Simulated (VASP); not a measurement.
# MgAl6N8 (a cell with a defect) in VASP: notebook

Runs on MgAl6N8 (a cell with a defect). Level: PBE. Tasks: single point.

Program: VASP 6.6.1. These are calculated values, not measurements. Logs are shortened: lines on timing, memory, paths and dates and some standing lists are left out, and cuts for length are marked.

## (1) The cell of the first run

The cell holds a defect, 15 atoms: a = 6.220 Å, b = 5.387 Å, c = 4.980 Å, α = 90.00°, β = 90.00°, γ = 90.00°.

## (2) Single point, PBE

INCAR

```
SYSTEM = MgAl6N8
PREC = Accurate
ENCUT = 520
EDIFF = 1E-7
ISMEAR = -1
SIGMA = 0.05
LREAL = Auto
LASPH = .True.
NELM = 60
ALGO = Normal
ISIF = 2
LWAVE = .False.
LCHARG = .True.
GGA = PE
LELF = .True.
LVHAR = .True.
NBANDS = 43
```

KPOINTS

```
Automatic mesh
0
Gamma
  2 2 2
  0 0 0
```

POSCAR

```
MgAl6N8
1.0
   -3.1100000000     -5.3866780000      0.0000000000
    4.6650000000     -2.6933390000      0.0000000000
    0.0000000000      0.0000000000      4.9800000000
Al N Mg
6 8 1
Direct
    0.5033759938      0.6826283689     -0.0248016064
    0.2227947630      0.1114458120      0.0323588353
    0.2362113657      0.8391949298      0.4943253012
    0.0212271523      0.6539092055      0.0013684739
   -0.0104679916      0.3903581020      0.5687865462
    0.7695947401      0.8194683048      0.4903457831
    0.5013565399      0.8293140062      0.3252361446
    0.4047389618      0.3586182575      0.9092781124
    0.1166016365      0.1329262785      0.3695142570
    0.2516616775      0.8345000679      0.8542648594
    0.0099331712      0.6579863156      0.3578610442
    0.1524102956      0.3826160813      0.8652674699
    0.8606442075      0.1343855274      0.4019445783
    0.7693635446      0.6580067790      0.8146953815
    0.5518373879      0.2521638320      0.3532180723
```

Potentials or basis: VASP PAW PBE potentials, release 64 (Al, N, Mg).

Launch:

```console
$ cat potpaw_PBE.64/Al/POTCAR potpaw_PBE.64/N/POTCAR potpaw_PBE.64/Mg/POTCAR > POTCAR
$ mpirun -np 1 vasp_std > vasp.out
```

OUTCAR:

```text
SYSTEM = MgAl6N8
   PREC = Accurate
   ENCUT = 520
   EDIFF = 1E-7
   ISMEAR = -1
   LREAL = Auto
   LASPH = .True.
   NELM = 60
   ISIF = 2
   GGA = PE

 ion  position               nearest neighbor table
   1  0.503  0.683  0.975-  14 1.84  10 1.87   8 1.88   7 1.91   2 2.91  15 3.00   4 3.01   6 3.02
                             3 3.03   6 3.14   3 3.19   4 3.23
   2  0.223  0.111  0.032-  12 1.74  10 1.74   9 1.81   8 1.85  15 2.70   3 2.73   4 2.77   1 2.91
                             3 3.06   5 3.11   4 3.18
   3  0.236  0.839  0.494-  10 1.80  11 1.84   7 1.85   9 1.86   2 2.73   5 2.89   6 2.90   4 2.97
                             4 3.03   1 3.03  15 3.05   2 3.06   1 3.19   6 3.32   5 3.36
   4  0.021  0.654  0.001-  11 1.78  12 1.81  14 1.82  10 1.88   5 2.59   2 2.77   3 2.97   1 3.01
                             3 3.03   6 3.03   6 3.12   5 3.17   2 3.18   1 3.23
   5  0.990  0.390  0.569-  11 1.79  12 1.79  13 1.80   9 1.88  14 2.34   4 2.59   6 2.71   3 2.89
                            15 3.02   2 3.11   4 3.17   3 3.36
   6  0.770  0.819  0.490-  14 1.83  13 1.84  11 1.85   7 1.86   5 2.71  15 2.78   3 2.90   1 3.02
                             4 3.03   4 3.12   1 3.14   3 3.32  15 3.41
   7  0.501  0.829  0.325-   3 1.85   6 1.86   1 1.91  15 2.30
   8  0.405  0.359  0.909-  12 1.59   2 1.85   1 1.88  15 2.46
   9  0.117  0.133  0.370-  13 1.60   2 1.81   3 1.86   5 1.88
  10  0.252  0.835  0.854-   2 1.74   3 1.80   1 1.87   4 1.88
  11  0.010  0.658  0.358-   4 1.78   5 1.79   3 1.84   6 1.85
  12  0.152  0.383  0.865-   8 1.59   2 1.74   5 1.79   4 1.81
  13  0.861  0.134  0.402-   9 1.60   5 1.80   6 1.84  15 2.04
  14  0.769  0.658  0.815-   4 1.82   6 1.83   1 1.84   5 2.34
  15  0.552  0.252  0.353-  13 2.04   7 2.30   8 2.46   2 2.70   6 2.78   1 3.00   5 3.02   3 3.05
                             6 3.41

  LATTYP: Found a simple orthorhombic cell.
 ALAT       =     4.9800000000
 B/A-ratio  =     1.0816622507
 C/A-ratio  =     1.2489959819

  Lattice vectors:

 A1 = (   0.0000000000,   0.0000000000,  -4.9800000000)
 A2 = (   4.6650000000,  -2.6933390000,   0.0000000000)
 A3 = (  -3.1100000000,  -5.3866780000,   0.0000000000)

Analysis of symmetry for initial positions (statically):
=====================================================================
 Subroutine PRICEL returns:
 Original cell was already a primitive cell.

 Routine SETGRP: Setting up the symmetry group for a
 simple orthorhombic supercell.

 Subroutine GETGRP returns: Found  1 space group operations
 (whereof  1 operations were pure point group operations)
 out of a pool of  8 trial point group operations.

The static configuration has the point symmetry C_1 .

Analysis of symmetry for dynamics (positions and initial velocities):
=====================================================================
 Subroutine PRICEL returns:
 Original cell was already a primitive cell.

 Routine SETGRP: Setting up the symmetry group for a
 simple orthorhombic supercell.

 Subroutine GETGRP returns: Found  1 space group operations
 (whereof  1 operations were pure point group operations)
 out of a pool of  8 trial point group operations.

The dynamic configuration has the point symmetry C_1 .

 Subroutine INISYM returns: Found  1 space group operations
 (whereof  1 operations are pure point group operations),
 and found     1 'primitive' translations

----------------------------------------------------------------------------------------

                                     Primitive cell

  volume of cell :     166.8556

  direct lattice vectors                    reciprocal lattice vectors
    -3.110000000 -5.386678000  0.000000000    -0.080385852 -0.139232380  0.000000000
     4.665000000 -2.693339000  0.000000000     0.160771704 -0.092821587  0.000000000
     0.000000000  0.000000000  4.980000000     0.000000000  0.000000000  0.200803213

  length of vectors
     6.219999990  5.386678009  4.980000000     0.160771704  0.185643173  0.200803213

  position of ions in fractional coordinates (direct lattice)
     0.503375994  0.682628369  0.975198394
     0.222794763  0.111445812  0.032358835
     0.236211366  0.839194930  0.494325301
     0.021227152  0.653909205  0.001368474
     0.989532008  0.390358102  0.568786546
     0.769594740  0.819468305  0.490345783
     0.501356540  0.829314006  0.325236145
     0.404738962  0.358618257  0.909278112
     0.116601637  0.132926279  0.369514257
[... 41 lines left out ...]
     0.080385852  0.092821587  0.100401606

  Shift w.r.t. Gamma in fractional coordinates (k-lattice)
     0.000000000  0.000000000  0.000000000

 Subroutine IBZKPT returns following result:
 ===========================================

 Found      8 irreducible k-points:

 Following reciprocal coordinates:
            Coordinates               Weight
  0.000000  0.000000  0.000000      1.000000
  0.500000  0.000000  0.000000      1.000000
 -0.000000  0.500000  0.000000      1.000000
  0.500000  0.500000  0.000000      1.000000
  0.000000  0.000000  0.500000      1.000000
  0.500000  0.000000  0.500000      1.000000
 -0.000000  0.500000  0.500000      1.000000
  0.500000  0.500000  0.500000      1.000000
   k-points           NKPTS =      8   k-points in BZ     NKDIM =      8   number of bands    NBANDS=     43
   number of dos      NEDOS =    301   number of ions     NIONS =     15
   total plane-waves  NPLWV =  76800
   dimension x,y,z NGX =    48 NGY =   40 NGZ =   40
   dimension x,y,z NGXF=    96 NGYF=   80 NGZF=   80
   ions per type =               6   8   1
   NGX,Y,Z   is equivalent  to a cutoff of  12.83, 12.34, 13.35 a.u.
   NGXF,Y,Z  is equivalent  to a cutoff of  25.66, 24.69, 26.71 a.u.
 SYSTEM =  MgAl6N8
   PREC   = accura    normal or accurate (medium, high low for compatibility)
   ISTART =      0    job   : 0-new  1-cont  2-samecut
   ICHARG =      2    charge: 1-file 2-atom 10-const
   ISPIN  =      1    spin polarized calculation?
   LNONCOLLINEAR =      F non collinear calculations
   LSORBIT =      F    spin-orbit coupling
   LASPH  =      T    aspherical Exc in radial PAW
   ENCUT  =  520.0 eV  38.22 Ry    6.18 a.u.  11.57 10.02  9.26*2*pi/ulx,y,z
   NELM   =     60;   NELMIN=  2; NELMDL= -5     # of ELM steps
   EDIFF  = 0.1E-06   stopping-criterion for ELM
   LREAL  =      T    real-space projection
   EDIFFG = 0.1E-05   stopping-criterion for IOM
   NSW    =      0    number of steps for IOM
   IBRION =     -1    ionic relax: 0-MD 1-quasi-New 2-CG
   NFREE  =      0    steps in history (QN), initial steepest desc. (CG)
   ISIF   =      2    stress and relaxation
   ISYM   =      2    0-nonsym 1-usesym 2-fastsym
   POTIM  = 0.5000    time-step for ionic-motion
   TEBEG  =    0.0;   TEEND  =   0.0 temperature during run
   PSTRESS=    0.0 pullay stress
   NELECT =      60.0000    total number of electrons
   NUPDOWN=      -1.0000    fix difference up-down
   EMIN   =  10.00;   EMAX   =-10.00  energy-range for DOS
   EFERMI =   0.00;   METHOD = LEGACY
   ISMEAR =    -1;   SIGMA  =   0.05  broadening in eV -4-tet -1-fermi 0-gaus
   EFERMI_NEDOS =   21; number of points for ismear=-14 and -15
   IALGO  =     38    algorithm
   IMIX   =      4    mixing-type and parameters
     AMIX     =   0.40;   BMIX     =  1.00
     AMIX_MAG =   1.60;   BMIX_MAG =  1.00
  volume/ion in A,a.u.               =      11.12        75.07
  Fermi-wavevector in a.u.,A,eV,Ry     =   1.164157  2.199938 18.439462  1.355262
  Thomas-Fermi vector in A             =   2.300699
   LORBIT       =      0    0 simple, 1 ext, 2 COOP (PROOUT), +10 PAW based schemes
   GGA     = PE    functional components
   LHFCALC =     F    Hartree Fock is set to
   AEXX    =    0.0000 exact exchange contribution
   IVDW    =     0    specifies the selected vdW correction
   LEPSILON=     F    determine dielectric tensor
   LRPA    =     F    only Hartree local field effects (RPA)
 non-spin polarized calculation
  energy-cutoff  :      520.00
  volume of cell :      166.86
 maximum number of plane-waves:      4540
 NGX is ok and might be reduce to    48
   NGX = 23   NGY = 21   NGZ = 19

 number of electron      60.0000000 magnetization

 Free energy of the ion-electron system (eV)
  ---------------------------------------------------
  ext. energy  EPLUGINS =         0.00000000
  ---------------------------------------------------
  free energy    TOTEN  =       -99.42540753 eV

  energy without entropy =      -99.42540717  energy(sigma->0) =      -99.42540735

 E-fermi :   6.2382     XC(G=0): -10.3055

 val. band max:        5.5184860263   @ k =   0.0000   0.0000   0.0000
 cond. band min:       6.9329046267   @ k =   0.5000   0.0000   0.0000
 fundamental gap:      1.4144186004
 Fermi energy:         6.2381921703

 k-point     1 :       0.0000    0.0000    0.0000
  band No.  band energies     occupation
      1     -11.9572      2.00000
      2     -11.1315      2.00000
      3      -9.2905      2.00000
      4      -8.5092      2.00000
      5      -8.0613      2.00000
      6      -7.6156      2.00000
[... 349 lines left out ...]
     41      13.1760      0.00000
     42      13.5737      0.00000
 [bands above 42 left out]

------------------------ aborting loop because EDIFF is reached ----------------------------------------

  FORCE on cell =-STRESS in cart. coord.  units (eV):
  Direction    XX          YY          ZZ          XY          YZ          ZX
  --------------------------------------------------------------------------------------
  -------------------------------------------------------------------------------------
  Total       18.0908275     16.0658988     17.6859716    -14.5425578     -1.4968638     -3.4181142
  in kB      173.7113804    154.2676511    169.8238817   -139.6402568    -14.3731552    -32.8213476
  external PRESSURE =     165.9343044 kB  Pullay stress =       0.0000000 kB

 VOLUME and BASIS-vectors are now :
 -----------------------------------------------------------------------------
  energy-cutoff  :      520.00
  volume of cell :      166.86
      direct lattice vectors                 reciprocal lattice vectors
    -3.110000000 -5.386678000  0.000000000    -0.080385852 -0.139232380  0.000000000
     4.665000000 -2.693339000  0.000000000     0.160771704 -0.092821587  0.000000000
     0.000000000  0.000000000  4.980000000     0.000000000  0.000000000  0.200803213

 POSITION                                       TOTAL-FORCE (eV/Angst)
 -----------------------------------------------------------------------------------
      1.61896     -4.55007      4.85649        -0.004579     -0.008951      0.004873
     -0.17300     -1.50029      0.16115        -0.023337     -0.008551     -0.000265
      3.18023     -3.53263      2.46174         0.017758     -0.008953     -0.005817
      2.98447     -1.87554      0.00682        -0.007694      0.015056      0.005767
     -1.25642     -6.38166      2.83256        -0.014169     -0.008399      0.003186
      1.42938     -6.35266      2.44192         0.016440     -0.006593     -0.014139
      2.30953     -4.93427      1.61968        -0.017812      0.008252      0.002694
      0.41422     -3.14608      4.52820        -0.015839     -0.027014      0.015804
      0.25747     -0.98611      1.84018        -0.029779     -0.026942     -0.008388
      3.11027     -3.60321      4.25424        -0.000618     -0.000653      0.002335
      3.03861     -1.82569      1.78215         0.009394     -0.000518     -0.003925
      1.31091     -1.85150      4.30903         0.034521      0.033727     -0.010427
     -2.04970     -4.99796      2.00168         0.015840      0.041766     -0.003029
      0.67688     -5.91655      4.05718         0.016951     -0.006425      0.006463
     -0.53987     -3.65173      1.75903         0.002923      0.004198      0.004867
 -----------------------------------------------------------------------------------
    total drift:                               -0.004420     -0.000221     -0.007174

  FREE ENERGIE OF THE ION-ELECTRON SYSTEM (eV)
  ---------------------------------------------------
  free  energy   TOTEN  =       -99.4254075329 eV

  energy  without entropy=      -99.4254071729  energy(sigma->0) =      -99.42540735
```

It took 68 s on 1 thread of Intel Xeon 6975P-C (Granite Rapids), shared host; peak memory 0.27 GiB.

What came out:

| Quantity | Value |
| --- | --- |
| Free energy | -99.4254 eV |
| Pressure | 16.6 GPa |
| Largest force | 0.049 eV/Å |
| Band gap on the k mesh | 1.41 eV |

Forces on the atoms (eV/Å):
```
Al  -0.005 -0.009  0.005
Al  -0.023 -0.009  0.000
Al   0.018 -0.009 -0.006
Al  -0.008  0.015  0.006
Al  -0.014 -0.008  0.003
Al   0.016 -0.007 -0.014
N   -0.018  0.008  0.003
N   -0.016 -0.027  0.016
N   -0.030 -0.027 -0.008
N   -0.001 -0.001  0.002
N    0.009 -0.001 -0.004
N    0.035  0.034 -0.010
N    0.016  0.042 -0.003
N    0.017 -0.006  0.006
Mg   0.003  0.004  0.005
```

Stress tensor (GPa, compression positive):
```
 17.37 -13.96  -3.28
-13.96  15.43  -1.44
 -3.28  -1.44  16.98
```

Caveat: the k points lie up to 0.63 Å⁻¹ apart.

## (3) Single point, PBE

INCAR

```
SYSTEM = MgAl6N8
  PREC = Accurate
  ENCUT = 520
  EDIFF = 1E-6
  ISMEAR = -1
  SIGMA = 0.05
  LREAL = Auto
  LASPH = .TRUE.
  NELM = 60
  ALGO = Normal
  ISIF = 2
  LWAVE = .FALSE.
  LCHARG = .FALSE.
  GGA = PE
  NBANDS = 43
```

KPOINTS

```
regular mesh
0
G
  2 2 2
  0 0 0
```

POSCAR

```
MgAl6N8
1.0
   -3.1100000000     -5.3866780000      0.0000000000
    4.6650000000     -2.6933390000      0.0000000000
    0.0000000000      0.0000000000      4.9800000000
Al N Mg
6 8 1
Direct
    0.5023071843      0.6750746716     -0.0249580321
    0.2288390636      0.1206352600      0.0354678715
    0.2355429383      0.8366633522      0.4985279116
    0.0212601450      0.6574439552      0.0027170683
   -0.0161693217      0.3918637534      0.5678833333
    0.7672372771      0.8218786564      0.4896795181
    0.4991720743      0.7689376530      0.3387650602
    0.4005806684      0.3600552795      0.8723781124
    0.1196747398      0.1357336422      0.3733126506
    0.2528500892      0.8396766940      0.8614935743
    0.0079855252      0.6607380457      0.3592514056
    0.1498854757      0.3851836719      0.8595767068
    0.8484497449      0.1393532062      0.4007797189
    0.7691191363      0.6563068626      0.8145465863
    0.5374539801      0.3199142289      0.4450202811
```

Potentials or basis: VASP PAW PBE potentials, release 64 (Al, N, Mg).

Launch:

```console
$ cat potpaw_PBE.64/Al/POTCAR potpaw_PBE.64/N/POTCAR potpaw_PBE.64/Mg/POTCAR > POTCAR
$ mpirun -np 1 vasp_std > vasp.out
```

Wall time 44 s (1 thread of Intel Xeon 6975P-C (Granite Rapids), shared host); peak memory 0.27 GiB.

The run converged. Its results:

| Item | Value |
| --- | --- |
| Free energy | -99.8525 eV |
| Pressure | 14.9 GPa |
| Largest force | 0.901 eV/Å |
| Band gap on the k mesh | 0.85 eV |

Forces on the atoms (eV/Å):
```
Al  -0.098  0.029 -0.032
Al  -0.017 -0.113 -0.015
Al  -0.039  0.001 -0.009
Al  -0.012 -0.015 -0.038
Al  -0.017  0.007 -0.064
Al  -0.010  0.006 -0.057
N   -0.458  0.269  0.069
N   -0.011 -0.024 -0.346
N   -0.033 -0.064 -0.017
N   -0.005 -0.042  0.008
N    0.011  0.000 -0.023
N    0.063  0.043 -0.090
N    0.094  0.099 -0.042
N   -0.015 -0.008 -0.036
Mg   0.547 -0.188  0.691
```

Stress tensor (GPa, compression positive):
```
 15.05 -13.72  -4.14
-13.72  13.09  -2.86
 -4.14  -2.86  16.45
```

Levels at points of the mesh, in eV from the valence-band top:
| k point | band 27 | band 28 | band 29 | band 30 | band 31 | band 32 | band 33 | band 34 |
| --- | --- | --- | --- | --- | --- | --- | --- | --- |
| (0.00, 0.00, 0.00) | -0.87 | -0.74 | -0.40 | -0.17 | 2.29 | 2.84 | 4.22 | 5.19 |
| (0.50, 0.00, 0.00) | -0.74 | -0.63 | -0.43 | -0.31 | 0.85 | 3.65 | 4.78 | 5.22 |
| (0.00, 0.50, 0.00) | -1.03 | -0.49 | -0.27 | -0.14 | 2.67 | 3.65 | 3.93 | 5.10 |
| (0.50, 0.50, 0.00) | -1.02 | -0.54 | -0.32 | -0.26 | 2.12 | 4.34 | 4.89 | 5.17 |
| (0.00, 0.00, 0.50) | -0.92 | -0.77 | -0.65 | -0.52 | 2.84 | 3.60 | 4.88 | 5.13 |
| (0.50, 0.00, 0.50) | -0.78 | -0.76 | -0.69 | -0.57 | 1.95 | 4.17 | 5.05 | 5.58 |
| (0.00, 0.50, 0.50) | -1.08 | -0.50 | -0.25 | -0.19 | 2.67 | 4.10 | 4.44 | 4.99 |
| (0.50, 0.50, 0.50) | -0.97 | -0.52 | -0.24 | 0.00 | 2.23 | 4.52 | 4.86 | 4.96 |

Caveat: the k points lie up to 0.63 Å⁻¹ apart.
